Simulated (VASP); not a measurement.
# Ni (Fm-3m) in VASP: a series of runs

The runs below take Ni through single point, with r2SCAN.

All numbers are computed with VASP 6.6.1; they aren't measurements. Logs are shortened: lines on timing, memory, paths and dates and some standing lists are left out, and cuts for length are marked.

## 1. The cell of the first run

Symmetry: Fm-3m, No. 225, cubic system. Conventional cell: a = 3.532 Å, b = 3.532 Å, c = 3.532 Å, α = 90.00°, β = 90.00°, γ = 90.00°. Within 3.3 Å of Ni (site symmetry m-3m) lie 12 Ni at 2.50 Å.

## 2. Single point, r2SCAN, collinear spin, ferromagnetic start

POSCAR reads:

```
Ni
1.0
    0.0000000000      1.7658666700      1.7658666700
    1.7658666700      0.0000000000      1.7658666700
    1.7658666700      1.7658666700      0.0000000000
Ni
1
Direct
    0.0000000000      0.0000000000      0.0000000000
```

INCAR.step1 reads:

```
PREC = Accurate
ENCUT = 660
ISMEAR = -1
SIGMA = 0.1
LREAL = False
LASPH = True
NELM = 200
ISPIN = 2
MAGMOM = 2
LMAXMIX = 4
NBANDS = 15
GGA = PE
ALGO = Normal
EDIFF = 1E-5
LWAVE = True
LCHARG = False
GGA_COMPAT = False
```

INCAR.step2 reads:

```
PREC = Accurate
ENCUT = 660
EDIFF = 1E-6
ISMEAR = -1
SIGMA = 0.1
LREAL = False
LASPH = True
NELM = 200
ALGO = Normal
ISIF = 2
LWAVE = False
LCHARG = False
ISPIN = 2
MAGMOM = 2
LORBIT = 11
LMAXMIX = 4
METAGGA = R2SCAN
LMIXTAU = True
NBANDS = 15
ISTART = 1
GGA_COMPAT = False
```

KPOINTS reads:

```
regular mesh
0
Gamma
  14 14 14
```

Potentials or basis: VASP PAW PBE potentials, release 64 (Ni).

Started as:

```console
$ cat potpaw_PBE.64/Ni/POTCAR > POTCAR
$ cp INCAR.step1 INCAR
$ mpirun -np 1 vasp_std > vasp.out
$ cp INCAR.step2 INCAR
$ mpirun -np 1 vasp_std > vasp.out
```

OUTCAR:

```text
PREC = Accurate
   ENCUT = 660
   EDIFF = 1E-6
   ISMEAR = -1
   LREAL = False
   LASPH = True
   NELM = 200
   ISIF = 2
   ISPIN = 2
   LORBIT = 11
   METAGGA = R2SCAN
   ISTART = 1

 ion  position               nearest neighbor table
   1  0.000  0.000  0.000-

  LATTYP: Found a face centered cubic cell.
 ALAT       =     3.5317333400

  Lattice vectors:

 A1 = (   0.0000000000,   1.7658666700,   1.7658666700)
 A2 = (   1.7658666700,   0.0000000000,   1.7658666700)
 A3 = (   1.7658666700,   1.7658666700,   0.0000000000)

Analysis of symmetry for initial positions (statically):
=====================================================================
 Subroutine PRICEL returns:
 Original cell was already a primitive cell.

 Routine SETGRP: Setting up the symmetry group for a
 face centered cubic supercell.

 Subroutine GETGRP returns: Found 48 space group operations
 (whereof 48 operations were pure point group operations)
 out of a pool of 48 trial point group operations.

The static configuration has the point symmetry O_h .

Analysis of symmetry for dynamics (positions and initial velocities):
=====================================================================
 Subroutine PRICEL returns:
 Original cell was already a primitive cell.

 Routine SETGRP: Setting up the symmetry group for a
 face centered cubic supercell.

 Subroutine GETGRP returns: Found 48 space group operations
 (whereof 48 operations were pure point group operations)
 out of a pool of 48 trial point group operations.

The dynamic configuration has the point symmetry O_h .

Analysis of structural, dynamic, and magnetic symmetry:
=====================================================================
 Subroutine PRICEL returns:
 Original cell was already a primitive cell.

 Routine SETGRP: Setting up the symmetry group for a
 face centered cubic supercell.

 Subroutine GETGRP returns: Found 48 space group operations
 (whereof 48 operations were pure point group operations)
 out of a pool of 48 trial point group operations.

The overall configuration has the point symmetry O_h .

 Subroutine INISYM returns: Found 48 space group operations
 (whereof 48 operations are pure point group operations),
 and found     1 'primitive' translations

----------------------------------------------------------------------------------------

                                     Primitive cell

  volume of cell :      11.0130

  direct lattice vectors                    reciprocal lattice vectors
     0.000000000  1.765866670  1.765866670    -0.283147085  0.283147085  0.283147085
     1.765866670  0.000000000  1.765866670     0.283147085 -0.283147085  0.283147085
     1.765866670  1.765866670  0.000000000     0.283147085  0.283147085 -0.283147085

  length of vectors
     2.497312594  2.497312594  2.497312594     0.490425137  0.490425137  0.490425137

  position of ions in fractional coordinates (direct lattice)
     0.000000000  0.000000000  0.000000000

  ion indices of the primitive-cell ions
   primitive index   ion index
                 1           1

----------------------------------------------------------------------------------------

 KPOINTS: regular mesh

Automatic generation of k-mesh.
 Grid dimensions read from file:
 generate k-points for:   14   14   14

 Generating k-lattice:

  Cartesian coordinates                     Fractional coordinates (reciprocal lattice)
    -0.020224792  0.020224792  0.020224792     0.071428571  0.000000000  0.000000000
     0.020224792 -0.020224792  0.020224792     0.000000000  0.071428571  0.000000000
     0.020224792  0.020224792 -0.020224792     0.000000000  0.000000000  0.071428571

  Length of vectors
     0.035030367  0.035030367  0.035030367

  Shift w.r.t. Gamma in fractional coordinates (k-lattice)
     0.000000000  0.000000000  0.000000000

 Subroutine IBZKPT returns following result:
 ===========================================

 Found    104 irreducible k-points:

 Following reciprocal coordinates:
            Coordinates               Weight
  0.000000  0.000000  0.000000      1.000000
  0.071429  0.000000  0.000000      8.000000
  0.142857  0.000000  0.000000      8.000000
  0.214286  0.000000  0.000000      8.000000
  0.285714  0.000000  0.000000      8.000000
  0.357143  0.000000  0.000000      8.000000
[... 16 lines left out ...]
  0.214286  0.142857  0.000000     24.000000
  0.285714  0.142857  0.000000     24.000000
 [... further k-points ...]
   k-points           NKPTS =    104   k-points in BZ     NKDIM =    104   number of bands    NBANDS=     15
   number of dos      NEDOS =    301   number of ions     NIONS =      1
   total plane-waves  NPLWV =  13824
   dimension x,y,z NGX =    24 NGY =   24 NGZ =   24
   dimension x,y,z NGXF=    48 NGYF=   48 NGZF=   48
   ions per type =               1
   NGX,Y,Z   is equivalent  to a cutoff of  15.98, 15.98, 15.98 a.u.
   NGXF,Y,Z  is equivalent  to a cutoff of  31.95, 31.95, 31.95 a.u.
 SYSTEM =  unknown system
   PREC   = accura    normal or accurate (medium, high low for compatibility)
   ISTART =      1    job   : 0-new  1-cont  2-samecut
   ICHARG =      0    charge: 1-file 2-atom 10-const
   ISPIN  =      2    spin polarized calculation?
   LNONCOLLINEAR =      F non collinear calculations
   LSORBIT =      F    spin-orbit coupling
   LASPH  =      T    aspherical Exc in radial PAW
   ENCUT  =  660.0 eV  48.51 Ry    6.96 a.u.   5.23  5.23  5.23*2*pi/ulx,y,z
   NELM   =    200;   NELMIN=  2; NELMDL=  0     # of ELM steps
   EDIFF  = 0.1E-05   stopping-criterion for ELM
   LREAL  =      F    real-space projection
   EDIFFG = 0.1E-04   stopping-criterion for IOM
   NSW    =      0    number of steps for IOM
   IBRION =     -1    ionic relax: 0-MD 1-quasi-New 2-CG
   NFREE  =      0    steps in history (QN), initial steepest desc. (CG)
   ISIF   =      2    stress and relaxation
   ISYM   =      2    0-nonsym 1-usesym 2-fastsym
   POTIM  = 0.5000    time-step for ionic-motion
   TEBEG  =    0.0;   TEEND  =   0.0 temperature during run
   PSTRESS=    0.0 pullay stress
   NELECT =      10.0000    total number of electrons
   NUPDOWN=      -1.0000    fix difference up-down
   EMIN   =  10.00;   EMAX   =-10.00  energy-range for DOS
   EFERMI =   0.00;   METHOD = LEGACY
   ISMEAR =    -1;   SIGMA  =   0.10  broadening in eV -4-tet -1-fermi 0-gaus
   EFERMI_NEDOS =   21; number of points for ismear=-14 and -15
   IALGO  =     38    algorithm
   IMIX   =      4    mixing-type and parameters
     AMIX     =   0.40;   BMIX     =  1.00
     AMIX_MAG =   1.60;   BMIX_MAG =  1.00
  volume/ion in A,a.u.               =      11.01        74.32
  Fermi-wavevector in a.u.,A,eV,Ry     =   1.585283  2.995751 34.193122  2.513124
  Thomas-Fermi vector in A             =   2.684772
   LORBIT       =     11    0 simple, 1 ext, 2 COOP (PROOUT), +10 PAW based schemes
   METAGGA = R2SCAN    functional components
   LHFCALC =     F    Hartree Fock is set to
   AEXX    =    0.0000 exact exchange contribution
   IVDW    =     0    specifies the selected vdW correction
   LEPSILON=     F    determine dielectric tensor
   LRPA    =     F    only Hartree local field effects (RPA)
 spin polarized calculation
  energy-cutoff  :      660.00
  volume of cell :       11.01
 maximum number of plane-waves:       444
 NGX is ok and might be reduce to    24
   NGX = 11   NGY = 11   NGZ = 11

 number of electron      10.0000000 magnetization       0.7415513

 Free energy of the ion-electron system (eV)
  ---------------------------------------------------
  ext. energy  EPLUGINS =         0.00000000
  ---------------------------------------------------
  free energy    TOTEN  =       -11.95302222 eV

  energy without entropy =      -11.91030479  energy(sigma->0) =      -11.93166350

 E-fermi :   9.1440     XC(G=0): -14.3028

 val. band max:        9.1156673895   @ k =  -0.2857   0.0714   0.0000
 cond. band min:       9.1815862500   @ k =   0.3571   0.1429   0.0714
 fundamental gap:      0.0659188605
 Fermi energy:         9.1440211301

 spin component 1

 k-point     1 :       0.0000    0.0000    0.0000
  band No.  band energies     occupation
      1      -0.1647      1.00000
      2       6.2279      1.00000
      3       6.2279      1.00000
      4       6.2279      1.00000
      5       7.4965      1.00000
      6       7.4965      1.00000
      7      33.5816      0.00000
      8      37.6323      0.00000
      9      37.6323      0.00000
     10      37.6323      0.00000
     11      40.2115      0.00000
     12      40.2115      0.00000
     13      40.2115      0.00000
     14      43.7055      0.00000
     15      50.0196      0.00000

 k-point     2 :       0.0714    0.0000    0.0000
  band No.  band energies     occupation
      1       0.0400      1.00000
      2       6.1792      1.00000
      3       6.2713      1.00000
      4       6.2713      1.00000
      5       7.4785      1.00000
      6       7.4786      1.00000
      7      32.7467      0.00000
      8      35.4737      0.00000
      9      37.0798      0.00000
     10      37.0798      0.00000
     11      41.0013      0.00000
     12      41.0013      0.00000
     13      41.5971      0.00000
     14      45.3980      0.00000
     15      48.1679      0.00000
[... 365 lines left out ...]
      3       6.6220      1.00000
      4       6.6559      1.00000
      5       7.1409      1.00000
      6       7.6898      1.00000
      7      28.7461      0.00000
      8      31.5628      0.00000
      9      32.1590      0.00000
     10      34.4516      0.00000
     11      38.8223      0.00000
     12      44.2856      0.00000
     13      46.1425      0.00000
     14      46.9015      0.00000
     15      50.9990      0.00000

 k-point    24 :       0.2857    0.1429    0.0000
  band No.  band energies     occupation
      1       2.5420      1.00000
      2       5.5956      1.00000
      3       6.5283      1.00000
      4       6.7409      1.00000
      5       7.4209      1.00000
      6       7.7994      1.00000
      7      24.9691      0.00000
      8      30.7338      0.00000
      9      31.4194      0.00000
     10      34.1868      0.00000
     11      39.4753      0.00000
     12      43.5480      0.00000
     13      45.6006      0.00000
     14      47.7152      0.00000
     15      51.1816      0.00000

 [... further k-points ...]

 spin component 2

 k-point     1 :       0.0000    0.0000    0.0000
  band No.  band energies     occupation
      1      -0.4279      1.00000
      2       7.5858      1.00000
      3       7.5858      1.00000
      4       7.5858      1.00000
      5       8.2727      0.99984
      6       8.2727      0.99984
      7      33.3082      0.00000
      8      37.7436      0.00000
      9      37.7436      0.00000
     10      37.7436      0.00000
     11      40.5171      0.00000
     12      40.5171      0.00000
     13      40.5171      0.00000
     14      43.7707      0.00000
     15      50.6269      0.00000

 k-point     2 :       0.0714    0.0000    0.0000
  band No.  band energies     occupation
      1      -0.2214      1.00000
      2       7.5226      1.00000
      3       7.6313      1.00000
      4       7.6313      1.00000
      5       8.2546      0.99986
      6       8.2546      0.99986
      7      32.6057      0.00000
      8      35.5335      0.00000
      9      37.2381      0.00000
     10      37.2381      0.00000
     11      41.2547      0.00000
     12      41.2547      0.00000
     13      41.7763      0.00000
     14      45.5381      0.00000
     15      48.6645      0.00000
[... 365 lines left out ...]
      3       7.7093      1.00000
      4       7.9944      0.99999
      5       8.1621      0.99995
      6       8.5274      0.99791
      7      28.8843      0.00000
      8      31.7765      0.00000
      9      32.1601      0.00000
     10      34.5232      0.00000
     11      39.2838      0.00000
     12      44.4674      0.00000
     13      46.3180      0.00000
     14      47.0942      0.00000
     15      51.8228      0.00000

 k-point    24 :       0.2857    0.1429    0.0000
  band No.  band energies     occupation
      1       2.3560      1.00000
      2       6.7831      1.00000
      3       7.4698      1.00000
      4       7.9443      0.99999
      5       8.5596      0.99711
      6       8.7901      0.97177
      7      25.1688      0.00000
      8      30.9435      0.00000
      9      31.4159      0.00000
     10      34.3650      0.00000
     11      39.8132      0.00000
     12      43.7064      0.00000
     13      45.8206      0.00000
     14      48.0255      0.00000
     15      52.6174      0.00000

 [... further k-points ...]

------------------------ aborting loop because EDIFF is reached ----------------------------------------

  FORCE on cell =-STRESS in cart. coord.  units (eV):
  Direction    XX          YY          ZZ          XY          YZ          ZX
  --------------------------------------------------------------------------------------
  -------------------------------------------------------------------------------------
  Total       -0.5570428     -0.5570428     -0.5570428     -0.0000000      0.0000000     -0.0000000
  in kB      -81.0392510    -81.0392510    -81.0392510     -0.0000000      0.0000000     -0.0000000
  external PRESSURE =     -81.0392510 kB  Pullay stress =       0.0000000 kB

 VOLUME and BASIS-vectors are now :
 -----------------------------------------------------------------------------
  energy-cutoff  :      660.00
  volume of cell :       11.01
      direct lattice vectors                 reciprocal lattice vectors
     0.000000000  1.765866670  1.765866670    -0.283147085  0.283147085  0.283147085
     1.765866670  0.000000000  1.765866670     0.283147085 -0.283147085  0.283147085
     1.765866670  1.765866670  0.000000000     0.283147085  0.283147085 -0.283147085

 POSITION                                       TOTAL-FORCE (eV/Angst)
 -----------------------------------------------------------------------------------
      0.00000      0.00000      0.00000        -0.000000     -0.000000     -0.000000
 -----------------------------------------------------------------------------------
    total drift:                               -0.000000      0.000000      0.000000

  FREE ENERGIE OF THE ION-ELECTRON SYSTEM (eV)
  ---------------------------------------------------
  free  energy   TOTEN  =       -11.9530222208 eV

  energy  without entropy=      -11.9103047866  energy(sigma->0) =      -11.93166350

 total charge

# of ion       s       p       d       tot
------------------------------------------
    1        0.509   0.507   8.306   9.323

 magnetization (x)

# of ion       s       p       d       tot
------------------------------------------
    1       -0.010  -0.043   0.820   0.767
```

Wall time 63 s (1 thread of Intel Xeon 6975P-C (Granite Rapids), shared host); peak memory 0.18 GiB.

Results:

* Free energy: -11.9530 eV
* Pressure: -8.1 GPa
* Net moment: 0.74 μB per cell
* Site moments: Ni +0.77 μB
* Valence electrons inside the program's atomic spheres: Ni 9.32

Levels at points of the mesh, in eV from the Fermi level:
Spin up:
| k point | band 2 | band 3 | band 4 | band 5 | band 6 | band 7 | band 8 | band 9 |
| --- | --- | --- | --- | --- | --- | --- | --- | --- |
| (0.00, 0.00, 0.00) | -2.92 | -2.92 | -2.92 | -1.65 | -1.65 | 24.44 | 28.49 | 28.49 |
| (0.50, 0.00, 0.00) | -2.83 | -2.83 | -1.07 | -1.07 | -0.37 | 5.55 | 22.89 | 25.42 |
| (0.50, 0.50, 0.00) | -4.65 | -1.00 | -1.00 | -0.95 | 2.48 | 9.24 | 15.30 | 15.30 |
Spin down:
```csv
k point,band 1,band 2,band 3,band 4,band 5,band 6,band 7,band 8
"(0.00, 0.00, 0.00)",-9.57,-1.56,-1.56,-1.56,-0.87,-0.87,24.16,28.60
"(0.50, 0.00, 0.00)",-4.52,-1.90,-1.90,-0.60,0.20,0.20,6.26,22.77
"(0.50, 0.50, 0.00)",-4.55,-3.59,-0.14,0.56,0.56,2.22,9.59,15.35
```

Caveat: the cell stands under tension; the PAW data sets were made with another functional, which shifts forces and pressure a little.

## 3. Single point, r2SCAN, collinear spin, ferromagnetic start

POSCAR is that of step 2.

INCAR.step1 reads:

```
SYSTEM = Ni
PREC = Accurate
ENCUT = 660
ISMEAR = -5
SIGMA = 0.1
LREAL = .FALSE.
LASPH = .TRUE.
NELM = 200
ISPIN = 2
MAGMOM = 2
LMAXMIX = 4
NBANDS = 15
GGA = PE
ALGO = Normal
EDIFF = 1E-5
LWAVE = .TRUE.
LCHARG = .FALSE.
GGA_COMPAT = .FALSE.
```

INCAR.step2 reads:

```
SYSTEM = Ni
PREC = Accurate
ENCUT = 660
EDIFF = 1E-6
ISMEAR = -5
SIGMA = 0.1
LREAL = .FALSE.
LASPH = .TRUE.
NELM = 200
ALGO = Normal
ISIF = 2
LWAVE = .FALSE.
LCHARG = .FALSE.
ISPIN = 2
MAGMOM = 2
LORBIT = 11
LMAXMIX = 4
METAGGA = R2SCAN
LMIXTAU = .TRUE.
NBANDS = 15
ISTART = 1
GGA_COMPAT = .FALSE.
```

KPOINTS reads:

```
Automatic mesh
0
G
  14 14 14
  0 0 0
```

Potentials or basis: VASP PAW PBE potentials, release 64 (Ni).

Started as:

```console
$ cat potpaw_PBE.64/Ni/POTCAR > POTCAR
$ cp INCAR.step1 INCAR
$ mpirun -np 1 vasp_std > vasp.out
$ cp INCAR.step2 INCAR
$ mpirun -np 1 vasp_std > vasp.out
```

Run time: 70 s. Hardware: 1 thread of Intel Xeon 6975P-C (Granite Rapids), shared host; peak memory 0.18 GiB.

It converged, with:

```
Free energy                                           : -11.9313 eV
Pressure                                              : -9.0 GPa
Net moment                                            : 0.72 μB per cell
Site moments                                          : Ni +0.74 μB
Valence electrons inside the program's atomic spheres : Ni 9.32
```

Levels at points of the mesh, in eV from the Fermi level:
Spin up:
| k point | band 2 | band 3 | band 4 | band 5 | band 6 | band 7 | band 8 | band 9 |
| --- | --- | --- | --- | --- | --- | --- | --- | --- |
| (0.00, 0.00, 0.00) | -2.93 | -2.93 | -2.93 | -1.65 | -1.65 | 24.41 | 28.46 | 28.46 |
| (0.50, 0.00, 0.00) | -2.85 | -2.85 | -1.08 | -1.08 | -0.40 | 5.53 | 22.86 | 25.40 |
| (0.50, 0.50, 0.00) | -4.66 | -1.01 | -1.01 | -0.95 | 2.46 | 9.22 | 15.27 | 15.27 |
Spin down:
| k point | band 1 | band 2 | band 3 | band 4 | band 5 | band 6 | band 7 | band 8 | band 9 |
| --- | --- | --- | --- | --- | --- | --- | --- | --- | --- |
| (0.00, 0.00, 0.00) | -9.61 | -1.59 | -1.59 | -1.59 | -0.92 | -0.92 | 24.13 | 28.56 | 28.56 |
| (0.50, 0.00, 0.00) | -4.56 | -1.94 | -1.94 | -0.63 | 0.16 | 0.16 | 6.22 | 22.73 | 25.66 |
| (0.50, 0.50, 0.00) | -4.60 | -3.62 | -0.19 | 0.53 | 0.53 | 2.18 | 9.55 | 15.32 | 15.32 |

Caveat: the cell stands under tension; the PAW data sets were made with another functional, which shifts forces and pressure a little; tetrahedron occupations give inexact forces and stress in metals.
